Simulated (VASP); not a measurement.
Input of a VASP 6.6.1 run:

The input INCAR:

```
ALGO = Normal
EDIFF = 1E-6
EDIFFG = -0.005
ENCUT = 600
GGA = PE
IBRION = 2
ISIF = 4
ISMEAR = -1
LASPH = True
LCHARG = False
LREAL = False
LWAVE = False
NELM = 80
NSW = 50
PREC = Accurate
SIGMA = 0.1
```

Contents of KPOINTS:

```
k-points
0
Gamma
  8 8 5
```

Contents of POSCAR:

```
Na
1.0
    2.8490042364      0.0000000000      0.0000000000
   -1.4245021182      2.4673100442      0.0000000000
    0.0000000000      0.0000000000      9.0630700102
Na
4
Direct
    0.0000000000      0.0000000000      0.0000000000
    0.0000000000      0.0000000000      0.5000000000
    0.3333333333      0.6666666667      0.2500000000
    0.6666666667      0.3333333333      0.7500000000
```

Potentials or basis: VASP PAW PBE potentials, release 64 (Na_pv).

The run is started by

```console
$ cat potpaw_PBE.64/Na_pv/POTCAR > POTCAR
$ mpirun -np 1 vasp_std > vasp.out
```

Task: Predict the band gap on the k mesh.

Result: Zero (bands 14 and 15 overlap by 5.11 eV).

Final structure:
```
Na
1.0
     2.85198    0.00000    0.00000
    -1.42599    2.46989    0.00000
     0.00000    0.00000    9.04417
Na
4
Cartesian
  0.0000 0.0000 0.0000
  0.0000 0.0000 4.5221
  0.0000 1.6466 2.2610
  1.4260 0.8233 6.7831
```
